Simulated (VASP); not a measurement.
## Be3S: single point with PBE

The system is Be3S.

```
Be S
1.0
     3.47637    0.00000    0.00000
     0.00000    3.47637    0.00000
     0.00000    0.00000    6.95273
Be S
6 2
Direct
  0.00000 0.50000 0.25000
  0.00000 0.50000 0.75000
  0.50000 0.00000 0.25000
  0.50000 0.00000 0.75000
  0.50000 0.50000 0.00000
  0.50000 0.50000 0.50000
  0.00000 0.00000 0.50000
  0.00000 0.00000 0.00000
```

```yaml
Program: VASP 6.6.1
Task: single point
Functional: PBE
Potentials_or_basis: VASP PAW PBE potentials, release 64 (Be, S)
Cutoff: 520 eV
k_mesh: 8 × 8 × 4
Occupations: gaussian, width 0.1 eV
Spin: no spin polarisation
Dipole_correction: no
Further_INCAR_settings: ALGO = Normal; EDIFF = 1e-06; NBANDS = 22
```

```json
{"Pressure": "-0.4 GPa", "Band gap on the k mesh": "zero (bands 12 and 13 overlap by 2.61 eV)"}
```

Levels at points of the mesh, in eV from the Fermi level:
| k point | band 9 | band 10 | band 11 | band 12 | band 13 | band 14 | band 15 | band 16 |
| --- | --- | --- | --- | --- | --- | --- | --- | --- |
| (0.00, 0.00, 0.00) | -4.39 | -1.23 | -0.58 | -0.37 | -0.37 | 0.57 | 0.64 | 0.64 |
| (0.50, 0.00, 0.00) | -3.64 | -1.23 | -0.58 | -0.37 | -0.37 | 0.06 | 0.57 | 1.92 |
| (0.50, 0.50, 0.00) | -4.50 | -3.64 | -2.01 | -2.01 | -2.01 | 0.06 | 1.92 | 1.92 |
| (0.00, 0.00, 0.50) | -2.80 | -2.80 | 0.60 | 0.60 | 1.53 | 1.53 | 1.53 | 1.53 |
| (0.50, 0.00, 0.50) | -4.05 | -4.05 | -0.33 | -0.33 | 0.34 | 0.34 | 2.70 | 2.70 |
| (0.50, 0.50, 0.50) | -5.47 | -5.47 | -0.56 | -0.56 | -0.56 | -0.56 | 0.17 | 0.17 |

Run time: 98 s on 1 thread of Intel Xeon 8259CL, with other jobs on the host, peak memory 0.22 GiB.
